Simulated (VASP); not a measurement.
# HfN (Fm-3m) in VASP: further runs, part 2 of 2

VASP 6.6.1.

### Step 3. Single point, PBE

This run uses another cell than the first one, of 11.14 Å³/atom, 0.947 times its volume.

Contents of INCAR:

```
SYSTEM = HfN
ALGO = Normal
EDIFF = 1E-6
ENCUT = 520
GGA = PE
ISIF = 2
ISMEAR = -1
LASPH = .True.
LCHARG = .False.
LREAL = .False.
LWAVE = .False.
NBANDS = 14
NELM = 80
PREC = Accurate
SIGMA = 0.15
```

Contents of KPOINTS:

```
k-points
0
Gamma
  16 16 16
  0 0 0
```

Contents of POSCAR:

```
HfN
1.0
    0.0000000000      2.2335617715      2.2335617715
    2.2335617715      0.0000000000      2.2335617715
    2.2335617715      2.2335617715      0.0000000000
Hf N
1 1
Direct
    0.0000000000      0.0000000000      0.0000000000
    0.5000000000      0.5000000000      0.5000000000
```

Potentials or basis: VASP PAW PBE potentials, release 64 (Hf_pv, N).

The run is started by

```console
$ cat potpaw_PBE.64/Hf_pv/POTCAR potpaw_PBE.64/N/POTCAR > POTCAR
$ mpirun -np 1 vasp_std > vasp.out
```

Run time: 12 s. Hardware: 1 thread of Intel Xeon 6975P-C (Granite Rapids), shared host; peak memory 0.17 GiB.

The run converged. Its results:

```yaml
Free_energy: -21.7377 eV
Pressure: 13.5 GPa
```

Levels at points of the mesh, in eV from the Fermi level:
```
           k point  band 5  band 6  band 7  band 8  band 9  band 10  band 11  band 12
(0.00, 0.00, 0.00)   -3.08   -3.08   -3.08   -0.37   -0.37    -0.37     2.05     2.05
(0.50, 0.00, 0.00)   -9.09   -6.37   -6.37    3.43    3.88     3.88     4.60     9.25
(0.50, 0.50, 0.00)   -5.41   -3.97   -3.72   -3.72    4.28     5.79     5.79     6.00
```

Caveat: spin-orbit coupling is left out, which moves the levels of the heavy elements.

### Step 4. Relaxation of cell and atoms, PBE, target pressure 16 GPa, at which the enthalpy is minimised

Contents of INCAR:

```
SYSTEM = HfN
  PREC = Accurate
  ENCUT = 600
  EDIFF = 1E-7
  ISMEAR = -1
  SIGMA = 0.15
  LREAL = .FALSE.
  LASPH = .TRUE.
  NELM = 100
  ALGO = Normal
  ISIF = 3
  LWAVE = .FALSE.
  LCHARG = .FALSE.
  GGA = PE
  IBRION = 2
  NSW = 80
  EDIFFG = -0.001
  PSTRESS = 160.0
```

Contents of KPOINTS:

```
Automatic mesh
0
G
  16 16 16
  0 0 0
```

Contents of POSCAR:

```
HfN
1.0
    0.0000000000      2.2743602401      2.2743602401
    2.2743602401      0.0000000000      2.2743602401
    2.2743602401      2.2743602401      0.0000000000
Hf N
1 1
Direct
    0.0000000000      0.0000000000      0.0000000000
    0.5000000000      0.5000000000      0.5000000000
```

Potentials or basis: VASP PAW PBE potentials, release 64 (Hf_pv, N).

The run is started by

```console
$ cat potpaw_PBE.64/Hf_pv/POTCAR potpaw_PBE.64/N/POTCAR > POTCAR
$ mpirun -np 1 vasp_std > vasp.out
```

OUTCAR:

```text
SYSTEM = HfN
   PREC = Accurate
   ENCUT = 600
   EDIFF = 1E-7
   ISMEAR = -1
   LREAL = .FALSE.
   LASPH = .TRUE.
   NELM = 100
   ISIF = 3
   GGA = PE
   IBRION = 2
   NSW = 80
   EDIFFG = -0.001
   PSTRESS = 160.0

 ion  position               nearest neighbor table
   1  0.000  0.000  0.000-   2 2.27   2 2.27   2 2.27   2 2.27   2 2.27   2 2.27
   2  0.500  0.500  0.500-   1 2.27   1 2.27   1 2.27   1 2.27   1 2.27   1 2.27

  LATTYP: Found a face centered cubic cell.
 ALAT       =     4.5487204802

  Lattice vectors:

 A1 = (   0.0000000000,   2.2743602401,   2.2743602401)
 A2 = (   2.2743602401,   0.0000000000,   2.2743602401)
 A3 = (   2.2743602401,   2.2743602401,   0.0000000000)

Analysis of symmetry for initial positions (statically):
=====================================================================
 Subroutine PRICEL returns:
[... 220 lines left out ...]
  band No.  band energies     occupation
      1     -20.3172      2.00000
      2     -20.3172      2.00000
      3     -20.3172      2.00000
      4      -8.4820      2.00000
      5       6.8785      2.00000
      6       6.8785      2.00000
      7       6.8785      2.00000
      8       9.6079      1.92496
      9       9.6079      1.92496
     10       9.6079      1.92496
     11      12.5239      0.00000
[... 511 lines left out ...]
--------------------------------------- Ionic step        7  -------------------------------------------

 number of electron      15.0000000 magnetization

 Free energy of the ion-electron system (eV)
  ---------------------------------------------------
  ext. energy  EPLUGINS =         0.00000000
  ---------------------------------------------------
  free energy    TOTEN  =       -21.72545011 eV

  energy without entropy =      -21.68412811  energy(sigma->0) =      -21.70478911

 E-fermi :   8.7701     XC(G=0): -12.9537

 val. band max:        8.7661532603   @ k =  -0.1250   0.0625   0.0000
 cond. band min:       8.7725734983   @ k =   0.3750   0.1250   0.0000
 fundamental gap:      0.0064202380
 Fermi energy:         8.7701066114

 k-point     1 :       0.0000    0.0000    0.0000
  band No.  band energies     occupation
      1     -22.2207      2.00000
      2     -22.2207      2.00000
      3     -22.2207      2.00000
      4      -8.9976      2.00000
      5       5.6849      2.00000
      6       5.6849      2.00000
      7       5.6849      2.00000
      8       8.3927      1.85053
      9       8.3927      1.85053
     10       8.3927      1.85053
     11      10.8359      0.00000
[... 355 lines left out ...]
  energy  without entropy=      -21.6841281124  energy(sigma->0) =      -21.70478911

  enthalpy is  TOTEN    =       -19.5173253227 eV   P V=        2.2081247884

 reached required accuracy - stopping structural energy minimisation
```

OSZICAR:

```text
N       E                     dE             d eps       ncg     rms          rms(c)
DAV:   1     0.424526368354E+02    0.42453E+02   -0.89028E+03  3190   0.143E+03
DAV:   2    -0.222104892966E+02   -0.64663E+02   -0.60930E+02  4128   0.280E+02
DAV:   3    -0.247621144098E+02   -0.25516E+01   -0.25181E+01  4133   0.481E+01
[... 63 lines left out ...]
DAV:   2    -0.217254741316E+02    0.82164E-04   -0.13377E-04  3295   0.115E-01    0.924E-02
DAV:   3    -0.217254496054E+02    0.24526E-04   -0.54760E-05  3505   0.737E-02    0.540E-02
DAV:   4    -0.217254494232E+02    0.18220E-06   -0.27198E-06  4023   0.176E-02    0.335E-02
DAV:   5    -0.217254500240E+02   -0.60081E-06   -0.31353E-07  3528   0.490E-03    0.367E-03
DAV:   6    -0.217254501111E+02   -0.87081E-07   -0.29684E-08  1838   0.197E-03
   7 F= -.19517325E+02 E0= -.19496664E+02  d E =-.122609E-04
```

CONTCAR:

```text
HfN
   1.00000000000000
     0.0000000000000000    2.2277241132303369    2.2277241132303369
     2.2277241132303369    0.0000000000000000    2.2277241132303369
     2.2277241132303369    2.2277241132303369   -0.0000000000000000
  Hf              N
     1     1
Direct
     0.0000000000000000    0.0000000000000000    0.0000000000000000
     0.5000000000000000    0.5000000000000000    0.5000000000000000

  0.00000000E+00  0.00000000E+00  0.00000000E+00
  0.00000000E+00  0.00000000E+00  0.00000000E+00
```

It took 1.8 min on 1 thread of Intel Xeon 6975P-C (Granite Rapids), shared host; peak memory 0.21 GiB.

What came out:

```
Free energy                                            : -21.7255 eV
Relaxed volume                                         : 11.06 Å³/atom
Relaxed cell                                           : a = 3.150 Å, b = 3.150 Å, c = 3.150 Å, α = 60.00°, β = 60.00°, γ = 60.00°
Space group after relaxing (to 0.05 Å)                 : Fm-3m (No. 225)
Energy change on relaxing (the enthalpy is what falls) : +27.8 meV/atom
Ionic steps                                            : 7
Pressure after relaxing                                : 16.0 GPa
```

Step by step:
```tsv
step	energy change (eV)	largest force (eV/Å)	pressure (GPa)	volume (Å³)
1	0.0000	0.0000	-2.43	23.53
2	0.8525	0.0000	79.32	19.21
3	0.0489	0.0000	14.96	22.18
4	0.0544	0.0000	15.83	22.12
5	0.0571	0.0000	16.25	22.10
6	0.0523	0.0000	15.52	22.14
7	0.0556	0.0000	16.01	22.11
```

Final structure:
```
Hf N
1.0
     0.00000    2.22772    2.22772
     2.22772    0.00000    2.22772
     2.22772    2.22772    0.00000
Hf N
1 1
Direct
  0.00000 0.00000 0.00000
  0.50000 0.50000 0.50000
```

Caveat: the cell is relaxed towards a set pressure, so the enthalpy falls and the energy may rise; spin-orbit coupling is left out, which moves the levels of the heavy elements.

### Step 5. Single point, PBE

This run uses another cell than the first one, of 10.22 Å³/atom, 0.868 times its volume.

Contents of INCAR:

```
SYSTEM = HfN
PREC     = Accurate       ! precision mode
ENCUT    = 520            ! plane-wave cutoff, eV
EDIFF    = 1E-6           ! SCF threshold, eV
ISMEAR   = -1             ! smearing method
SIGMA    = 0.15           ! smearing width, eV
LREAL    = .FALSE.        ! projectors in reciprocal space
LASPH    = .TRUE.         ! aspherical terms in the spheres
NELM     = 100            ! most SCF steps
ALGO     = Normal         ! electronic algorithm
ISIF     = 2              ! what is computed and relaxed
LWAVE    = .FALSE.        ! write WAVECAR
LCHARG   = .TRUE.         ! write CHGCAR
GGA      = PE             ! functional
LELF     = .TRUE.         ! ELF
LVHAR    = .TRUE.       
NBANDS   = 14             ! bands
```

KPOINTS is that of step 4.

Contents of POSCAR:

```
HfN
1.0
    0.0000000000      2.1698554261      2.1698554261
    2.1698554261      0.0000000000      2.1698554261
    2.1698554261      2.1698554261      0.0000000000
Hf N
1 1
Direct
    0.0000000000      0.0000000000      0.0000000000
    0.5000000000      0.5000000000      0.5000000000
```

The run is started by

```console
$ cat potpaw_PBE.64/Hf_pv/POTCAR potpaw_PBE.64/N/POTCAR > POTCAR
$ mpirun -np 1 vasp_std > vasp.out
```

Wall time 62 s (1 thread of AMD EPYC 7R13, shared host); peak memory 0.14 GiB.

Results (log left out):

| Item | Value |
| --- | --- |
| Free energy | -21.3977 eV |
| Pressure | 47.5 GPa |

Levels at points of the mesh, in eV from the Fermi level:
```
           k point  band 4  band 5  band 6  band 7  band 8  band 9  band 10  band 11  band 12  band 13
(0.00, 0.00, 0.00)  -18.23   -3.17   -3.17   -3.17   -0.43   -0.43    -0.43     2.27     2.27     3.03
(0.50, 0.00, 0.00)  -14.73   -9.61   -6.83   -6.83    3.86    4.35     4.35     5.10    10.38    10.38
(0.50, 0.50, 0.00)  -17.14   -5.32   -4.40   -3.72   -3.72    4.78     6.52     6.52     7.13     9.68
```

Caveat: spin-orbit coupling is left out, which moves the levels of the heavy elements.

### Step 6. The runs side by side

| task | cell | cutoff (eV) | gap on the mesh (eV) | pressure (GPa) |
| --- | --- | --- | --- | --- |
| relaxation of cell and atoms | relaxed to 25 GPa from a = 3.216 Å, angles 60.0°, 2 atoms | 600 | none | 25.0 |
| single point | a = 3.159 Å, angles 60.0°, 2 atoms | 520 | none | 13.5 |
| relaxation of cell and atoms | relaxed to 16 GPa from a = 3.216 Å, angles 60.0°, 2 atoms | 600 | none | 16.0 |
| single point | a = 3.069 Å, angles 60.0°, 2 atoms | 520 | none | 47.5 |

Alike in all rows: level PBE; potentials or basis VASP PAW PBE potentials, release 64 (Hf_pv, N); no spin polarisation; k mesh 16 × 16 × 16; smearing fermi-dirac 0.15 eV.

Caveats: spin-orbit coupling is left out, which moves the levels of the heavy elements; the cell is relaxed towards a set pressure, so the enthalpy falls and the energy may rise (some runs).

Total energies depend on the potentials used, so only differences within one code and one set of settings carry meaning.
